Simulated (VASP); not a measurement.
# Nb (Im-3m) in VASP: further runs, part 2 of 2

VASP 6.6.1.

## (5) Relaxation of cell and atoms, PBEsol, target pressure 5 GPa, at which the enthalpy is minimised

INCAR

```
SYSTEM = Nb
ALGO = Normal
EDIFF = 1E-7
EDIFFG = -0.01
ENCUT = 600
GGA = PS
IBRION = 2
ISIF = 3
ISMEAR = 1
LASPH = .True.
LCHARG = .False.
LREAL = .False.
LWAVE = .False.
NELM = 80
NSW = 80
PREC = Accurate
PSTRESS = 50.0
SIGMA = 0.1
```

KPOINTS

```
k-points
0
Gamma
  16 16 16
  0 0 0
```

POSCAR

```
Nb
1.0
   -1.6639500000      1.6639500000      1.6639500000
    1.6639500000     -1.6639500000      1.6639500000
    1.6639500000      1.6639500000     -1.6639500000
Nb
1
Direct
    0.0000000000      0.0000000000      0.0000000000
```

Potentials or basis: VASP PAW PBE potentials, release 64 (Nb_sv).

Launch:

```console
$ cat potpaw_PBE.64/Nb_sv/POTCAR > POTCAR
$ mpirun -np 1 vasp_std > vasp.out
```

OUTCAR:

```text
SYSTEM = Nb
   EDIFF = 1E-7
   EDIFFG = -0.01
   ENCUT = 600
   GGA = PS
   IBRION = 2
   ISIF = 3
   ISMEAR = 1
   LASPH = .True.
   LREAL = .False.
   NELM = 80
   NSW = 80
   PREC = Accurate
   PSTRESS = 50.0

 ion  position               nearest neighbor table
   1  0.000  0.000  0.000-

  LATTYP: Found a body centered cubic cell.
 ALAT       =     3.3279000000

  Lattice vectors:

 A1 = (  -1.6639500000,   1.6639500000,   1.6639500000)
 A2 = (   1.6639500000,  -1.6639500000,   1.6639500000)
 A3 = (   1.6639500000,   1.6639500000,  -1.6639500000)

Analysis of symmetry for initial positions (statically):
=====================================================================
 Subroutine PRICEL returns:
 Original cell was already a primitive cell.

 Routine SETGRP: Setting up the symmetry group for a
 body centered cubic supercell.

 Subroutine GETGRP returns: Found 48 space group operations
 (whereof 48 operations were pure point group operations)
 out of a pool of 48 trial point group operations.

The static configuration has the point symmetry O_h .

Analysis of symmetry for dynamics (positions and initial velocities):
=====================================================================
 Subroutine PRICEL returns:
 Original cell was already a primitive cell.

 Routine SETGRP: Setting up the symmetry group for a
 body centered cubic supercell.

 Subroutine GETGRP returns: Found 48 space group operations
 (whereof 48 operations were pure point group operations)
 out of a pool of 48 trial point group operations.

The dynamic configuration has the point symmetry O_h .

 Subroutine INISYM returns: Found 48 space group operations
 (whereof 48 operations are pure point group operations),
 and found     1 'primitive' translations

[... 123 lines left out ...]
 conjugate gradient relaxation of ions
 non-spin polarized calculation
 Methfessel and Paxton  Order N= 1 SIGMA  =   0.10
  energy-cutoff  :      600.00
  volume of cell :       18.43
 maximum number of plane-waves:       630
   NGX = 11   NGY = 11   NGZ = 11

--------------------------------------- Ionic step        1  -------------------------------------------

 number of electron      12.9999999 magnetization

 Free energy of the ion-electron system (eV)
  ---------------------------------------------------
  ext. energy  EPLUGINS =         0.00000000
  ---------------------------------------------------
  free energy    TOTEN  =       -10.92726034 eV

  energy without entropy =      -10.92669907  energy(sigma->0) =      -10.92707325

------------------------ aborting loop because EDIFF is reached ----------------------------------------

  FORCE on cell =-STRESS in cart. coord.  units (eV):
  Direction    XX          YY          ZZ          XY          YZ          ZX
  --------------------------------------------------------------------------------------
  -------------------------------------------------------------------------------------
  Total       -1.0284850     -1.0284850     -1.0284850     -0.0000000     -0.0000000      0.0000000
  in kB      -89.4185696    -89.4185696    -89.4185696     -0.0000000     -0.0000000      0.0000000
  external PRESSURE =    -139.4185696 kB  Pullay stress =      50.0000000 kB
[... 209 lines left out ...]
--------------------------------------- Ionic step        7  -------------------------------------------

 number of electron      13.0000000 magnetization

 Free energy of the ion-electron system (eV)
  ---------------------------------------------------
  ext. energy  EPLUGINS =         0.00000000
  ---------------------------------------------------
  free energy    TOTEN  =       -10.94895558 eV

  energy without entropy =      -10.94915084  energy(sigma->0) =      -10.94902067

 E-fermi :  11.8436     XC(G=0): -12.9260

 val. band max:       11.8376057715   @ k =   0.1875   0.0000   0.0000
 cond. band min:      11.8672021437   @ k =  -0.1875   0.1875   0.0625
 fundamental gap:      0.0295963722
 Fermi energy:        11.8436304883

 k-point     1 :       0.0000    0.0000    0.0000
  band No.  band energies     occupation
      1     -42.3527      2.00000
      2     -17.5334      2.00000
      3     -17.5334      2.00000
      4     -17.5334      2.00000
      5       5.7825      2.00000
      6      12.1989     -0.00001
      7      12.1989     -0.00001
      8      12.1989     -0.00001
      9      15.3019      0.00000
     10      15.3019      0.00000
[... 287 lines left out ...]
 k-point    24 :       0.2500    0.1875    0.0000
  band No.  band energies     occupation
      1     -42.0787      2.00000
      2     -18.8142      2.00000
      3     -18.0623      2.00000
      4     -17.6762      2.00000
      5       9.0096      2.00000
      6      10.4337      2.00000
      7      11.4492      2.00000
      8      14.6951      0.00000
      9      16.1757      0.00000
     10      18.2200      0.00000

 [... further k-points ...]

------------------------ aborting loop because EDIFF is reached ----------------------------------------

  FORCE on cell =-STRESS in cart. coord.  units (eV):
  Direction    XX          YY          ZZ          XY          YZ          ZX
  --------------------------------------------------------------------------------------
  -------------------------------------------------------------------------------------
  Total        0.5317404      0.5317404      0.5317404      0.0000000      0.0000000     -0.0000000
  in kB       50.0595919     50.0595919     50.0595919      0.0000000      0.0000000     -0.0000000
  external PRESSURE =       0.0595919 kB  Pullay stress =      50.0000000 kB
[... 20 lines left out ...]
  energy  without entropy=      -10.9491508378  energy(sigma->0) =      -10.94902067

  enthalpy is  TOTEN    =       -10.4178481388 eV   P V=        0.5311074454

 reached required accuracy - stopping structural energy minimisation
```

CONTCAR:

```text
Nb
   1.00000000000000
    -1.6203953645346718    1.6203953645346718    1.6203953645346718
     1.6203953645346718   -1.6203953645346718    1.6203953645346718
     1.6203953645346718    1.6203953645346718   -1.6203953645346718
  Nb
     1
Direct
     0.0000000000000000    0.0000000000000000    0.0000000000000000

  0.00000000E+00  0.00000000E+00  0.00000000E+00
```

It took 3.6 min on 1 thread of Intel Xeon 8259CL, shared host; peak memory 0.17 GiB.

Results:

```
Free energy                                                : -10.9490 eV
Relaxed volume                                             : 17.02 Å³/atom
Relaxed cell                                               : a = 2.807 Å, b = 2.807 Å, c = 2.807 Å, α = 109.47°, β = 109.47°, γ = 109.47°
Space group after relaxing (to 0.1 Å)                      : Im-3m (No. 229)
Energy change on relaxing (the run minimises the enthalpy) : -21.7 meV/atom
Ionic steps                                                : 7
Pressure after relaxing                                    : 5.0 GPa
Band gap on the k mesh                                     : zero (an odd number of electrons rules out a gap without spin polarisation)
```

Step by step:
| step | energy change (eV) | largest force (eV/Å) | pressure (GPa) | volume (Å³) |
| --- | --- | --- | --- | --- |
| 1 | 0.0000 | 0.0000 | -8.94 | 18.43 |
| 2 | 0.3723 | 0.0000 | 49.19 | 14.47 |
| 3 | -0.0243 | 0.0000 | 3.84 | 17.11 |
| 4 | -0.0221 | 0.0000 | 4.85 | 17.03 |
| 5 | -0.0212 | 0.0000 | 5.19 | 17.00 |
| 6 | -0.0226 | 0.0000 | 4.65 | 17.05 |
| 7 | -0.0217 | 0.0000 | 5.01 | 17.02 |

Final structure:
```
Nb
1.0
    -1.62040    1.62040    1.62040
     1.62040   -1.62040    1.62040
     1.62040    1.62040   -1.62040
Nb
1
Direct
  0.00000 0.00000 0.00000
```

Levels at points of the mesh, in eV from the Fermi level:
```csv
k point,band 2,band 3,band 4,band 5,band 6,band 7,band 8,band 9,band 10
"(0.00, 0.00, 0.00)",-29.38,-29.38,-29.38,-6.06,0.36,0.36,0.36,3.46,3.46
"(0.50, 0.00, 0.00)",-31.01,-29.89,-29.40,-3.97,-1.83,2.59,3.53,4.26,6.90
"(0.50, 0.50, 0.50)",-30.48,-30.48,-30.48,-4.07,-4.07,6.05,6.05,6.05,9.56
```

Caveat: the cell is relaxed towards a set pressure, so the run minimises the enthalpy, not the energy; the PAW data sets were made with another functional, which shifts forces and pressure a little.

## (6) Relaxation of cell and atoms, PBEsol, target pressure 10 GPa, at which the enthalpy is minimised

INCAR

```
SYSTEM = Nb
ALGO = Normal
EDIFF = 1E-7
EDIFFG = -0.01
ENCUT = 600
GGA = PS
IBRION = 2
ISIF = 3
ISMEAR = 1
LASPH = .TRUE.
LCHARG = .FALSE.
LREAL = .FALSE.
LWAVE = .FALSE.
NELM = 80
NSW = 80
PREC = Accurate
PSTRESS = 100.0
SIGMA = 0.1
```

KPOINTS

```
k-points
0
G
  16 16 16
  0 0 0
```

POSCAR is that of step 5.

Potentials or basis: VASP PAW PBE potentials, release 64 (Nb_sv).

Launch:

```console
$ cat potpaw_PBE.64/Nb_sv/POTCAR > POTCAR
$ mpirun -np 1 vasp_std > vasp.out
```

Wall time 3.8 min (1 thread of Intel Xeon 8259CL, shared host); peak memory 0.18 GiB.

The run converged. Its results:

| Property | Result |
| --- | --- |
| Free energy | -10.9312 eV |
| Relaxed volume | 16.64 Å³/atom |
| Relaxed cell | a = 2.785 Å, b = 2.785 Å, c = 2.785 Å, α = 109.47°, β = 109.47°, γ = 109.47° |
| Space group after relaxing (to 0.1 Å) | Im-3m (No. 229) |
| Energy change on relaxing (the run minimises the enthalpy) | -3.9 meV/atom |
| Ionic steps | 7 |
| Pressure after relaxing | 10.0 GPa |
| Band gap on the k mesh | zero (an odd number of electrons rules out a gap without spin polarisation) |

The path:
```csv
step,energy change (eV),largest force (eV/Å),pressure (GPa),volume (Å³)
1,0.0000,0.0000,-8.94,18.43
2,0.8882,0.0000,83.82,13.21
3,-0.0130,0.0000,7.80,16.80
4,-0.0053,0.0000,9.71,16.66
5,-0.0031,0.0000,10.16,16.62
6,-0.0053,0.0000,9.69,16.66
7,-0.0039,0.0000,9.99,16.64
```

Final structure:
```
Nb
1.0
    -1.60817    1.60817    1.60817
     1.60817   -1.60817    1.60817
     1.60817    1.60817   -1.60817
Nb
1
Direct
  0.00000 0.00000 0.00000
```

Levels at points of the mesh, in eV from the Fermi level:
```csv
k point,band 4,band 5,band 6,band 7,band 8,band 9
"(0.00, 0.00, 0.00)",-29.29,-6.08,0.36,0.36,0.36,3.54
"(0.50, 0.00, 0.00)",-29.31,-4.06,-1.90,2.73,3.63,4.38
"(0.50, 0.50, 0.50)",-30.47,-4.20,-4.20,6.23,6.23,6.23
```

Caveat: the cell is relaxed towards a set pressure, so the run minimises the enthalpy, not the energy; the PAW data sets were made with another functional, which shifts forces and pressure a little.

## (7) Summary

```tsv
cell	gap on the mesh (eV)	pressure (GPa)
relaxed to -2 GPa	none	-2.0
relaxed	none	0.0
relaxed to 2 GPa	none	1.9
relaxed to 5 GPa	none	5.0
relaxed to 10 GPa	none	10.0
```

Alike in all rows: task relaxation of cell and atoms; level PBEsol; potentials or basis VASP PAW PBE potentials, release 64 (Nb_sv); no spin polarisation; k mesh 16 × 16 × 16; cutoff (eV) 600; smearing methfessel-paxton 0.1 eV.

Caveats: the PAW data sets were made with another functional, which shifts forces and pressure a little; the cell is relaxed towards a set pressure, so the run minimises the enthalpy, not the energy (at least some runs).

Absolute energies hang on the potentials; compare differences alone.
